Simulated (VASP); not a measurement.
# MnHg in VASP: notebook

MnHg is run at these levels: PBE; tasks: electric field gradients.

Program: VASP 6.6.1. These are calculated values, not measurements. Logs are shortened: lines on timing, memory, paths and dates and some standing lists are left out, and cuts for length are marked.

## (1) The cell of the first run

The structure is tetragonal, space group P4mm (No. 99). Conventional cell: a = 3.315 Å, b = 3.315 Å, c = 3.315 Å, α = 90.00°, β = 90.00°, γ = 90.00°. Mn (site symmetry 4mm) has 8 Hg at 2.83 to 2.92 Å and 6 Mn at 3.31 to 3.32 Å within 3.7 Å. Hg (site symmetry 4mm) has 8 Mn at 2.83 to 2.92 Å and 6 Hg at 3.31 Å within 3.7 Å.

## (2) Electric field gradients, PBE, collinear spin, ferromagnetic start (atom 1 (Mn) moved by [0.0, 0.0, 0.08] A)

INCAR

```
PREC = Accurate
ENCUT = 520
EDIFF = 1E-8
ISMEAR = -1
SIGMA = 0.08
LREAL = False
LASPH = True
NELM = 150
ALGO = Normal
ISIF = 2
LWAVE = False
LCHARG = False
ISPIN = 2
MAGMOM = 4 0
LORBIT = 11
LMAXMIX = 4
GGA = PE
LEFG = True
NBANDS = 24
```

KPOINTS

```
regular mesh
0
Gamma
  11 11 11
```

POSCAR

```
MnHg
1.0
    3.3150000000      0.0000000000      0.0000000000
    0.0000000000      3.3150000000      0.0000000000
    0.0000000000      0.0000000000      3.3150000000
Mn Hg
1 1
Direct
    0.5000000000      0.5000000000      0.5241327300
    0.0000000000      0.0000000000      0.0000000000
```

Potentials or basis: VASP PAW PBE potentials, release 64 (Mn_pv, Hg).

Launch:

```sh
> cat potpaw_PBE.64/Mn_pv/POTCAR potpaw_PBE.64/Hg/POTCAR > POTCAR
> mpirun -np 1 vasp_std > vasp.out
```

OUTCAR:

```text
PREC = Accurate
   ENCUT = 520
   EDIFF = 1E-8
   ISMEAR = -1
   LREAL = False
   LASPH = True
   NELM = 150
   ISIF = 2
   ISPIN = 2
   LORBIT = 11
   GGA = PE

 ion  position               nearest neighbor table
   1  0.500  0.500  0.524-   2 2.83   2 2.83   2 2.83   2 2.83   2 2.92   2 2.92   2 2.92   2 2.92

   2  0.000  0.000  0.000-   1 2.83   1 2.83   1 2.83   1 2.83   1 2.92   1 2.92   1 2.92   1 2.92

  LATTYP: Found a simple cubic cell.
 ALAT       =     3.3150000000

  Lattice vectors:

 A1 = (   3.3150000000,   0.0000000000,   0.0000000000)
 A2 = (   0.0000000000,   3.3150000000,   0.0000000000)
 A3 = (   0.0000000000,   0.0000000000,   3.3150000000)

Analysis of symmetry for initial positions (statically):
=====================================================================
 Subroutine PRICEL returns:
 Original cell was already a primitive cell.

 Routine SETGRP: Setting up the symmetry group for a
 simple cubic supercell.

 Subroutine GETGRP returns: Found  8 space group operations
 (whereof  8 operations were pure point group operations)
 out of a pool of 48 trial point group operations.

The static configuration has the point symmetry C_4v.

Analysis of symmetry for dynamics (positions and initial velocities):
=====================================================================
 Subroutine PRICEL returns:
 Original cell was already a primitive cell.

 Routine SETGRP: Setting up the symmetry group for a
 simple cubic supercell.

 Subroutine GETGRP returns: Found  8 space group operations
 (whereof  8 operations were pure point group operations)
 out of a pool of 48 trial point group operations.

The dynamic configuration has the point symmetry C_4v.

Analysis of structural, dynamic, and magnetic symmetry:
=====================================================================
 Subroutine PRICEL returns:
 Original cell was already a primitive cell.

 Routine SETGRP: Setting up the symmetry group for a
 simple cubic supercell.

 Subroutine GETGRP returns: Found  8 space group operations
 (whereof  8 operations were pure point group operations)
 out of a pool of 48 trial point group operations.

The overall configuration has the point symmetry C_4v.

 Subroutine INISYM returns: Found  8 space group operations
 (whereof  8 operations are pure point group operations),
 and found     1 'primitive' translations

----------------------------------------------------------------------------------------

                                     Primitive cell

  volume of cell :      36.4293

  direct lattice vectors                    reciprocal lattice vectors
     3.315000000  0.000000000  0.000000000     0.301659125  0.000000000  0.000000000
     0.000000000  3.315000000  0.000000000     0.000000000  0.301659125  0.000000000
     0.000000000  0.000000000  3.315000000     0.000000000  0.000000000  0.301659125

  length of vectors
     3.315000000  3.315000000  3.315000000     0.301659125  0.301659125  0.301659125

  position of ions in fractional coordinates (direct lattice)
     0.500000000  0.500000000  0.524132730
     0.000000000  0.000000000  0.000000000

  ion indices of the primitive-cell ions
   primitive index   ion index
                 1           1
                 2           2

----------------------------------------------------------------------------------------

 KPOINTS: regular mesh

Automatic generation of k-mesh.
 Grid dimensions read from file:
 generate k-points for:   11   11   11

 Generating k-lattice:

  Cartesian coordinates                     Fractional coordinates (reciprocal lattice)
[... 59 lines left out ...]
   NELM   =    150;   NELMIN=  2; NELMDL= -5     # of ELM steps
   EDIFF  = 0.1E-07   stopping-criterion for ELM
   LREAL  =      F    real-space projection
   EDIFFG = 0.1E-06   stopping-criterion for IOM
   NSW    =      0    number of steps for IOM
   IBRION =     -1    ionic relax: 0-MD 1-quasi-New 2-CG
   NFREE  =      0    steps in history (QN), initial steepest desc. (CG)
   ISIF   =      2    stress and relaxation
   ISYM   =      2    0-nonsym 1-usesym 2-fastsym
   POTIM  = 0.5000    time-step for ionic-motion
   TEBEG  =    0.0;   TEEND  =   0.0 temperature during run
   PSTRESS=    0.0 pullay stress
   NELECT =      25.0000    total number of electrons
   NUPDOWN=      -1.0000    fix difference up-down
   EMIN   =  10.00;   EMAX   =-10.00  energy-range for DOS
   EFERMI =   0.00;   METHOD = LEGACY
   ISMEAR =    -1;   SIGMA  =   0.08  broadening in eV -4-tet -1-fermi 0-gaus
   EFERMI_NEDOS =   21; number of points for ismear=-14 and -15
   IALGO  =     38    algorithm
   IMIX   =      4    mixing-type and parameters
     AMIX     =   0.40;   BMIX     =  1.00
     AMIX_MAG =   1.60;   BMIX_MAG =  1.00
  volume/ion in A,a.u.               =      18.21       122.92
  Fermi-wavevector in a.u.,A,eV,Ry     =   1.444014  2.728790 28.370534  2.085175
  Thomas-Fermi vector in A             =   2.562356
   LORBIT       =     11    0 simple, 1 ext, 2 COOP (PROOUT), +10 PAW based schemes
   GGA     = PE    functional components
   LHFCALC =     F    Hartree Fock is set to
   AEXX    =    0.0000 exact exchange contribution
   IVDW    =     0    specifies the selected vdW correction
   LEPSILON=     F    determine dielectric tensor
   LRPA    =     F    only Hartree local field effects (RPA)
 spin polarized calculation
  energy-cutoff  :      520.00
  volume of cell :       36.43
 maximum number of plane-waves:       992
 NGX is ok and might be reduce to    28
   NGX = 13   NGY = 13   NGZ = 13

 number of electron      25.0000007 magnetization       3.9187874

 Free energy of the ion-electron system (eV)
  ---------------------------------------------------
  ext. energy  EPLUGINS =         0.00000000
  ---------------------------------------------------
  free energy    TOTEN  =        -8.49728572 eV

  energy without entropy =       -8.46205849  energy(sigma->0) =       -8.47967210

 E-fermi :   5.5277     XC(G=0): -11.6816

 val. band max:        5.5237437813   @ k =   0.2727   0.0000   0.4545
 cond. band min:       5.5302264154   @ k =   0.0000   0.4545   0.2727
 fundamental gap:      0.0064826340
 Fermi energy:         5.5276530014

 spin component 1

 k-point     1 :       0.0000    0.0000    0.0000
  band No.  band energies     occupation
      1     -44.6358      1.00000
      2     -44.6358      1.00000
      3     -44.6319      1.00000
      4      -4.1233      1.00000
      5      -2.7435      1.00000
      6      -2.7367      1.00000
[... 637 lines left out ...]
     23      20.1851      0.00000
     24      26.6347      0.00000

 [... further k-points ...]

 spin component 2

 k-point     1 :       0.0000    0.0000    0.0000
  band No.  band energies     occupation
      1     -40.5894      1.00000
      2     -40.5894      1.00000
      3     -40.5875      1.00000
      4      -3.9030      1.00000
      5      -2.7224      1.00000
      6      -2.7178      1.00000
[... 637 lines left out ...]
     23      20.5745      0.00000
     24      27.1347      0.00000

 [... further k-points ...]

------------------------ aborting loop because EDIFF is reached ----------------------------------------

  FORCE on cell =-STRESS in cart. coord.  units (eV):
  Direction    XX          YY          ZZ          XY          YZ          ZX
  --------------------------------------------------------------------------------------
  -------------------------------------------------------------------------------------
  Total        0.2834481      0.2834481      0.2382298      0.0000000     -0.0000000      0.0000000
  in kB       12.4661835     12.4661835     10.4774632      0.0000000     -0.0000000      0.0000000
  external PRESSURE =      11.8032768 kB  Pullay stress =       0.0000000 kB

 VOLUME and BASIS-vectors are now :
 -----------------------------------------------------------------------------
  energy-cutoff  :      520.00
  volume of cell :       36.43
      direct lattice vectors                 reciprocal lattice vectors
     3.315000000  0.000000000  0.000000000     0.301659125  0.000000000  0.000000000
     0.000000000  3.315000000  0.000000000     0.000000000  0.301659125  0.000000000
     0.000000000  0.000000000  3.315000000     0.000000000  0.000000000  0.301659125

 POSITION                                       TOTAL-FORCE (eV/Angst)
 -----------------------------------------------------------------------------------
      1.65750      1.65750      1.73750         0.000000     -0.000000     -0.259787
      0.00000      0.00000      0.00000        -0.000000      0.000000      0.259787
 -----------------------------------------------------------------------------------
    total drift:                                0.000000      0.000000     -0.000146

  FREE ENERGIE OF THE ION-ELECTRON SYSTEM (eV)
  ---------------------------------------------------
  free  energy   TOTEN  =        -8.4972857180 eV

  energy  without entropy=       -8.4620584870  energy(sigma->0) =       -8.47967210

 Electric field gradients (V/A^2)
---------------------------------------------------------------------
 ion       V_xx      V_yy      V_zz      V_xy      V_xz      V_yz
---------------------------------------------------------------------
   1      -0.014    -0.014     0.029     0.000     0.000     0.000
   2      -1.353    -1.353     2.707    -0.000    -0.000     0.000
---------------------------------------------------------------------

 Electric field gradients after diagonalization (V/A^2)
 (convention: |V_zz| > |V_xx| > |V_yy|)
----------------------------------------------------------------------
 ion       V_xx      V_yy      V_zz     asymmetry (V_yy - V_xx)/ V_zz
----------------------------------------------------------------------
   1      -0.014    -0.014     0.029       0.000
   2      -1.353    -1.353     2.707       0.000
----------------------------------------------------------------------

           NMR quadrupolar parameters

 Cq : quadrupolar parameter    Cq=e*Q*V_zz/h
 eta: asymmetry parameters     (V_yy - V_xx)/ V_zz
 Q  : nuclear electric quadrupole moment in mb (millibarn)
----------------------------------------------------------------------
 ion       Cq(MHz)       eta       Q (mb)
----------------------------------------------------------------------
   1       0.000       0.000       1.000
   2       0.007       0.000       1.000
----------------------------------------------------------------------

 total charge

# of ion       s       p       d       tot
------------------------------------------
    1        0.252   6.174   4.979  11.405
    2        0.817   0.518   9.256  10.591
--------------------------------------------------
tot          1.069   6.692  14.235  21.996

 magnetization (x)

# of ion       s       p       d       tot
------------------------------------------
    1        0.028   0.017   3.780   3.825
    2       -0.043  -0.058   0.049  -0.052
--------------------------------------------------
tot         -0.015  -0.041   3.829   3.773
```

Run time: 3.2 min. Hardware: 1 thread of Intel Xeon Platinum 8259CL at 2.50GHz (Skylake/Cascade Lake), shared host; peak memory 0.3 GiB.

What came out:

| Item | Value |
| --- | --- |
| Free energy | -8.4973 eV |
| Pressure | 1.2 GPa |
| Largest force | 0.260 eV/Å |
| Net moment | 3.92 μB per cell |
| Site moments | Mn +3.83; Hg -0.05 μB |
| Largest electric field gradient by atom | Mn +0.0; Hg +2.7 V/Å² |
| Valence electrons inside the program's atomic spheres | Mn 11.40; Hg 10.59 |

Forces in eV/Å, atoms in the order of the input:
```
Mn   0.000  0.000 -0.260
Hg   0.000  0.000  0.260
```

Electric field gradients, principal values (V/Å²):
| atom | least | middle | greatest (by size) |
| --- | --- | --- | --- |
| 1 Mn | -0.014 | -0.014 | 0.029 |
| 2 Hg | -1.353 | -1.353 | 2.707 |

Caveat: the cell differs from its parent crystal (atom 1 (Mn) moved by [0.0, 0.0, 0.08] A); without QUAD_EFG the Cq values of the log hold for a quadrupole moment of 1 mb, not for the nuclei; spin-orbit coupling is left out, which moves the levels of the heavy elements.

## (3) Electric field gradients, PBE, collinear spin, ferromagnetic start

INCAR

```
SYSTEM = MnHg
PREC = Accurate
ENCUT = 520
EDIFF = 1E-8
ISMEAR = -1
SIGMA = 0.08
LREAL = .FALSE.
LASPH = .TRUE.
NELM = 150
ALGO = Normal
ISIF = 2
LWAVE = .FALSE.
LCHARG = .FALSE.
ISPIN = 2
MAGMOM = 4 0
LORBIT = 11
LMAXMIX = 4
GGA = PE
LEFG = .TRUE.
NBANDS = 24
```

KPOINTS

```
Automatic mesh
0
G
  11 11 11
  0 0 0
```

Changes to POSCAR since step 2:

```diff
@@ -8,3 +8,3 @@
 Direct
-    0.5000000000      0.5000000000      0.5241327300
+    0.5000000000      0.5000000000      0.5000000000
     0.0000000000      0.0000000000      0.0000000000
```

Potentials or basis: VASP PAW PBE potentials, release 64 (Mn_pv, Hg).

Launch:

```sh
> cat potpaw_PBE.64/Mn_pv/POTCAR potpaw_PBE.64/Hg/POTCAR > POTCAR
> mpirun -np 1 vasp_std > vasp.out
```

OUTCAR:

```text
SYSTEM = MnHg
   PREC = Accurate
   ENCUT = 520
   EDIFF = 1E-8
   ISMEAR = -1
   LREAL = .FALSE.
   LASPH = .TRUE.
   NELM = 150
   ISIF = 2
   ISPIN = 2
   LORBIT = 11
   GGA = PE

 ion  position               nearest neighbor table
   1  0.500  0.500  0.500-   2 2.87   2 2.87   2 2.87   2 2.87   2 2.87   2 2.87   2 2.87   2 2.87

   2  0.000  0.000  0.000-   1 2.87   1 2.87   1 2.87   1 2.87   1 2.87   1 2.87   1 2.87   1 2.87

  LATTYP: Found a simple cubic cell.
 ALAT       =     3.3150000000

  Lattice vectors:

 A1 = (   3.3150000000,   0.0000000000,   0.0000000000)
[... 1541 lines left out ...]

 Electric field gradients after diagonalization (V/A^2)
 (convention: |V_zz| > |V_xx| > |V_yy|)
----------------------------------------------------------------------
 ion       V_xx      V_yy      V_zz     asymmetry (V_yy - V_xx)/ V_zz
----------------------------------------------------------------------
   1      -0.000    -0.000    -0.000      -0.045
   2       0.000     0.000     0.000      -0.545
----------------------------------------------------------------------

           NMR quadrupolar parameters

 Cq : quadrupolar parameter    Cq=e*Q*V_zz/h
 eta: asymmetry parameters     (V_yy - V_xx)/ V_zz
 Q  : nuclear electric quadrupole moment in mb (millibarn)
----------------------------------------------------------------------
 ion       Cq(MHz)       eta       Q (mb)
----------------------------------------------------------------------
   1      -0.000      -0.045       1.000
   2       0.000      -0.545       1.000
----------------------------------------------------------------------

 total charge

# of ion       s       p       d       tot
------------------------------------------
    1        0.251   6.173   4.978  11.402
    2        0.816   0.517   9.256  10.589
--------------------------------------------------
tot          1.067   6.691  14.234  21.992

 magnetization (x)

# of ion       s       p       d       tot
------------------------------------------
    1        0.028   0.017   3.782   3.827
    2       -0.043  -0.058   0.049  -0.052
--------------------------------------------------
tot         -0.014  -0.041   3.831   3.775
```

Run time: 3.3 min. Hardware: 1 thread of AMD EPYC 7R13, shared host; peak memory 0.2 GiB.

Results:

```yaml
Free_energy: -8.5077 eV
Pressure: 1.0 GPa
Net_moment: 3.92 μB per cell
Site_moments: Mn +3.83; Hg -0.05 μB
Largest_electric_field_gradient_by_atom: zero within the noise of the run
Valence_electrons_inside_the_program's_atomic_spheres: Mn 11.40; Hg 10.59
```

Caveat: spin-orbit coupling is left out, which moves the levels of the heavy elements.
